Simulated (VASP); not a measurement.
CuAu: single point with PBEsol

The system is CuAu.

```xyz
2
Lattice="1.4236 0.8219 4.1986 -1.4236 0.8219 4.1986 0.0000 -1.6438 4.1986" Properties=species:S:1:pos:R:3 pbc="T T T"
Au    0.0000    0.0000    0.0000
Cu    0.0000    0.0000    6.2980
```

| Item | Value |
| --- | --- |
| Program | VASP 6.6.1 |
| Task | single point |
| Functional | PBEsol |
| Potentials or basis | VASP PAW PBE potentials, release 64 (Au, Cu) |
| Cutoff | 520 eV |
| k mesh | 11 × 11 × 11 |
| Occupations | fermi-dirac, width 0.05 eV |
| Spin | no spin polarisation |

- Pressure: -2.5 GPa
- Band gap on the k mesh: zero (band 11 reaches 10.48 eV, above the bottom of band 12 at 6.22 eV)

Stress tensor (GPa, compression positive):
```
-3.33  0.00  0.00
 0.00 -3.33  0.00
 0.00  0.00 -0.77
```

Levels at points of the mesh, in eV from the Fermi level:
```
           k point  band 8  band 9  band 10  band 11  band 12  band 13  band 14  band 15
(0.00, 0.00, 0.00)   -2.28   -2.28    -1.61    -1.61    -0.26     4.80    14.52    16.29
```

Wall time 63 s on 1 thread of Intel(R) Xeon(R) 6975P-C (Granite Rapids), on a shared host, peak memory 0.26 GiB.

Caveat: the PAW data sets were made with another functional, which shifts forces and pressure a little; spin-orbit coupling is left out, which moves the levels of the heavy elements.
